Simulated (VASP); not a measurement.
# LiBe in VASP: further runs, part 2 of 3

VASP 6.6.1. Earlier steps stand in the parts before.

## (3) Single point, PBEsol

This run uses another cell than the first one, of 10.67 Å³/atom.

The input, INCAR:

```
SYSTEM = LiBe
ALGO     = Normal         ! electronic algorithm
EDIFF    = 1E-6           ! SCF threshold, eV
ENCUT    = 520            ! plane-wave cutoff, eV
GGA      = PS             ! functional
ISIF     = 2              ! what is computed and relaxed
ISMEAR   = 0              ! smearing method
LASPH    = .True.         ! aspherical terms in the spheres
LCHARG   = .False.        ! write CHGCAR
LREAL    = .False.        ! projectors in reciprocal space
LWAVE    = .False.        ! write WAVECAR
NBANDS   = 10             ! bands
NELM     = 100            ! most SCF steps
PREC     = Accurate       ! precision mode
SIGMA    = 0.1            ! smearing width, eV
```

The input, KPOINTS:

```
k-points
0
Gamma
  12 12 12
  0 0 0
```

The input, POSCAR:

```
LiBe
1.0
    2.7549299400      0.0000000000      0.0000000000
    0.0000000000      2.7549299400      0.0000000000
    0.0000000000      0.0000000000      2.8111530000
Li Be
1 1
Direct
    0.0000000000      0.0000000000      0.0000000000
    0.5000000000      0.5000000000      0.5000000000
```

Potentials or basis: VASP PAW PBE potentials, release 64 (Li_sv, Be).

Run with:

```console
$ cat potpaw_PBE.64/Li_sv/POTCAR potpaw_PBE.64/Be/POTCAR > POTCAR
$ mpirun -np 1 vasp_std > vasp.out
```

OUTCAR:

```text
SYSTEM = LiBe
   EDIFF = 1E-6
   ENCUT = 520
   GGA = PS
   ISIF = 2
   ISMEAR = 0
   LASPH = .True.
   LREAL = .False.
   NELM = 100
   PREC = Accurate

 ion  position               nearest neighbor table
   1  0.000  0.000  0.000-   2 2.40   2 2.40   2 2.40   2 2.40   2 2.40   2 2.40   2 2.40   2 2.40

   2  0.500  0.500  0.500-   1 2.40   1 2.40   1 2.40   1 2.40   1 2.40   1 2.40   1 2.40   1 2.40

  LATTYP: Found a simple tetragonal cell.
 ALAT       =     2.7549299400
 C/A-ratio  =     1.0204081633

  Lattice vectors:

 A1 = (   2.7549299400,   0.0000000000,   0.0000000000)
 A2 = (   0.0000000000,   2.7549299400,   0.0000000000)
 A3 = (   0.0000000000,   0.0000000000,   2.8111530000)

Analysis of symmetry for initial positions (statically):
=====================================================================
 Subroutine PRICEL returns:
 Original cell was already a primitive cell.

 Routine SETGRP: Setting up the symmetry group for a
 simple tetragonal supercell.

 Subroutine GETGRP returns: Found 16 space group operations
 (whereof 16 operations were pure point group operations)
 out of a pool of 16 trial point group operations.

The static configuration has the point symmetry D_4h.

Analysis of symmetry for dynamics (positions and initial velocities):
=====================================================================
 Subroutine PRICEL returns:
 Original cell was already a primitive cell.

 Routine SETGRP: Setting up the symmetry group for a
 simple tetragonal supercell.

 Subroutine GETGRP returns: Found 16 space group operations
 (whereof 16 operations were pure point group operations)
 out of a pool of 16 trial point group operations.

The dynamic configuration has the point symmetry D_4h.

 Subroutine INISYM returns: Found 16 space group operations
 (whereof 16 operations are pure point group operations),
 and found     1 'primitive' translations

[... 120 lines left out ...]
   LHFCALC =     F    Hartree Fock is set to
   AEXX    =    0.0000 exact exchange contribution
   IVDW    =     0    specifies the selected vdW correction
   LEPSILON=     F    determine dielectric tensor
   LRPA    =     F    only Hartree local field effects (RPA)
 non-spin polarized calculation
 Gauss-broadening in eV      SIGMA  =   0.10
  energy-cutoff  :      520.00
  volume of cell :       21.34
 maximum number of plane-waves:       595
   NGX = 11   NGY = 11   NGZ = 11

 number of electron       5.0000010 magnetization

 Free energy of the ion-electron system (eV)
  ---------------------------------------------------
  ext. energy  EPLUGINS =         0.00000000
  ---------------------------------------------------
  free energy    TOTEN  =        -5.20802036 eV

  energy without entropy =       -5.20404063  energy(sigma->0) =       -5.20603050

 E-fermi :   3.1492     XC(G=0):  -9.2777

 val. band max:        3.1387179065   @ k =   0.2500   0.0000   0.3333
 cond. band min:       3.1507346323   @ k =   0.5000   0.5000   0.2500
 fundamental gap:      0.0120167258
 Fermi energy:         3.1492045034

 k-point     1 :       0.0000    0.0000    0.0000
  band No.  band energies     occupation
      1     -40.8689      2.00000
      2      -3.4794      2.00000
      3       9.0443      0.00000
      4       9.6700      0.00000
      5       9.6700      0.00000
      6      13.8291      0.00000
      7      14.2544      0.00000
      8      22.6708      0.00000
      9      23.2120      0.00000
     10      23.3875      0.00000
[... 287 lines left out ...]
 k-point    24 :       0.4167    0.3333    0.0000
  band No.  band energies     occupation
      1     -40.8265      2.00000
      2       0.2455      2.00000
      3       2.3479      2.00000
      4       6.6279      0.00000
      5      11.0654      0.00000
      6      13.0775      0.00000
      7      18.1450      0.00000
      8      19.1959      0.00000
      9      19.6573      0.00000
     10      23.5625      0.00000

 [... further k-points ...]

------------------------ aborting loop because EDIFF is reached ----------------------------------------

  FORCE on cell =-STRESS in cart. coord.  units (eV):
  Direction    XX          YY          ZZ          XY          YZ          ZX
  --------------------------------------------------------------------------------------
  -------------------------------------------------------------------------------------
  Total        0.1891404      0.1891404      0.3445136      0.0000000      0.0000000     -0.0000000
  in kB       14.2033001     14.2033001     25.8708867      0.0000000      0.0000000     -0.0000000
  external PRESSURE =      18.0924956 kB  Pullay stress =       0.0000000 kB

 VOLUME and BASIS-vectors are now :
 -----------------------------------------------------------------------------
  energy-cutoff  :      520.00
  volume of cell :       21.34
      direct lattice vectors                 reciprocal lattice vectors
     2.754929940  0.000000000  0.000000000     0.362985637  0.000000000  0.000000000
     0.000000000  2.754929940  0.000000000     0.000000000  0.362985637  0.000000000
     0.000000000  0.000000000  2.811153000     0.000000000  0.000000000  0.355725925

 POSITION                                       TOTAL-FORCE (eV/Angst)
 -----------------------------------------------------------------------------------
      0.00000      0.00000      0.00000         0.000000      0.000000      0.000000
      1.37746      1.37746      1.40558         0.000000      0.000000      0.000000
 -----------------------------------------------------------------------------------
    total drift:                               -0.000000      0.000000     -0.000000

  FREE ENERGIE OF THE ION-ELECTRON SYSTEM (eV)
  ---------------------------------------------------
  free  energy   TOTEN  =        -5.2080203642 eV

  energy  without entropy=       -5.2040406266  energy(sigma->0) =       -5.20603050
```

OSZICAR:

```text
N       E                     dE             d eps       ncg     rms          rms(c)
DAV:   1     0.204573080199E+01    0.20457E+01   -0.15126E+03  3960   0.401E+02
DAV:   2    -0.503162268439E+01   -0.70774E+01   -0.67240E+01  5442   0.697E+01
DAV:   3    -0.520261078355E+01   -0.17099E+00   -0.16965E+00  5210   0.815E+00
DAV:   4    -0.520494754085E+01   -0.23368E-02   -0.23349E-02  5274   0.797E-01
DAV:   5    -0.520498919908E+01   -0.41658E-04   -0.41657E-04  4896   0.691E-02    0.647E-01
DAV:   6    -0.520545401188E+01   -0.46481E-03   -0.28079E-03  4800   0.332E-01    0.400E-01
DAV:   7    -0.520797563999E+01   -0.25216E-02   -0.98511E-03  4118   0.629E-01    0.679E-02
DAV:   8    -0.520801764579E+01   -0.42006E-04   -0.22411E-04  4714   0.119E-01    0.114E-02
DAV:   9    -0.520801954490E+01   -0.18991E-05   -0.24803E-05  4964   0.490E-02    0.331E-03
DAV:  10    -0.520802036423E+01   -0.81933E-06   -0.22998E-06  5048   0.117E-02
   1 F= -.52080204E+01 E0= -.52060305E+01  d E =-.397974E-02
```

stdout:

```text
POSCAR found type information on POSCAR LiBe
 POSCAR found :  2 types and       2 ions
 scaLAPACK will be used
 -----------------------------------------------------------------------------
|                                                                             |
|                                                                             |
|     You enforced a specific xc type in the INCAR file but a different       |
|     I HOPE YOU KNOW WHAT YOU ARE DOING!                                     |
|                                                                             |
 -----------------------------------------------------------------------------

 LDA part: xc-table for (Slater+PW92), standard interpolation
 POSCAR, INCAR and KPOINTS ok, starting setup
 FFT: planning ... GRIDC
 FFT: planning ... GRID_SOFT
 FFT: planning ... GRID
 WAVECAR not read
 entering main loop
```

Run time: 26 s. Hardware: 1 thread of Intel Xeon 8259CL, shared host; peak memory 0.15 GiB.

What came out:

* Free energy: -5.2080 eV
* Band gap on the k mesh: zero (an odd number of electrons rules out a gap without spin polarisation)

Caveat: the cutoff is under 1.25 times the usual one of these potentials, so pressure, stress and relaxed cells hold a basis-set (Pulay) error; the PAW data sets were made with another functional, which shifts forces and pressure a little.

(Continued in part 3 of 3.)
